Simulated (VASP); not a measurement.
A run of VASP 6.6.1 is set up as follows.

The input INCAR:

```
ALGO     = Fast           # electronic algorithm
EDIFF    = 1E-6           # SCF threshold, eV
ENCUT    = 520            # plane-wave cutoff, eV
GGA      = PE             # functional
ISIF     = 2              # what is computed and relaxed
ISMEAR   = 0              # smearing method
IVDW     = 12             # dispersion correction
LASPH    = T              # aspherical terms in the spheres
LCHARG   = T              # write CHGCAR
LELF     = T              # ELF
LREAL    = F              # projectors in reciprocal space
LVHAR    = T            
LWAVE    = F              # write WAVECAR
NBANDS   = 12             # bands
NELM     = 80             # most SCF steps
PREC     = Accurate       # precision mode
SIGMA    = 0.15           # smearing width, eV
```

The input KPOINTS:

```
k-points
0
Gamma
  25 3 6
```

File POSCAR:

```
Cu
1.0
    0.0000000000     -2.2922571009      0.0000000000
   -6.9738504666      0.0000000000    -21.7433430167
    5.7574127041      0.0000000000    -18.1194505884
Cu
1
Direct
    0.5000000000      0.0833333333      0.5000000000
```

Potentials or basis: VASP PAW PBE potentials, release 64 (Cu).

Command:

```console
$ cat potpaw_PBE.64/Cu/POTCAR > POTCAR
$ mpirun -np 1 vasp_std > vasp.out
```

Predict the pressure.

0.0 GPa.

Estimate the dispersion energy per atom.

-0.041 eV.

Caveat: pairwise dispersion overbinds metals, which lowers pressure and volume.
